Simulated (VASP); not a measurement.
A run of VASP 6.6.1:

The input INCAR:

```
SYSTEM = Rb2H3
PREC = Accurate
ENCUT = 520
EDIFF = 1E-7
ISMEAR = 0
SIGMA = 0.1
LREAL = .FALSE.
LASPH = .TRUE.
NELM = 60
ALGO = Normal
ISIF = 2
LWAVE = .FALSE.
LCHARG = .FALSE.
GGA = PE
NBANDS = 18
```

Contents of KPOINTS:

```
Automatic mesh
0
G
  6 6 6
  0 0 0
```

POSCAR

```
Rb2H3
1.0
    2.5624154957      1.4794112762      6.2190733399
   -2.5624154957      1.4794112762      6.2190733399
    0.0000000000     -2.9588225525      6.2190733399
Rb H
2 3
Direct
    0.2502427864      0.2502427864      0.2502427864
    0.7497572136      0.7497572136      0.7497572136
    0.4437799044      0.4437799044      0.4437799044
    0.5562200956      0.5562200956      0.5562200956
    0.5000000000      0.5000000000      0.5000000000
```

Potentials or basis: VASP PAW PBE potentials, release 64 (Rb_sv, H).

Launch:

```bash
$ cat potpaw_PBE.64/Rb_sv/POTCAR potpaw_PBE.64/H/POTCAR > POTCAR
$ mpirun -np 1 vasp_std > vasp.out
```

Hardware: 1 thread of Intel(R) Xeon(R) 6975P-C (Granite Rapids), on a shared host.

Problem. How long does it take, and how much memory?

Solution. Run time: 92 s on 1 thread of Intel(R) Xeon(R) 6975P-C (Granite Rapids) (shared host), peak memory 0.4 GiB. Counts: scf iterations 16, k points 32.
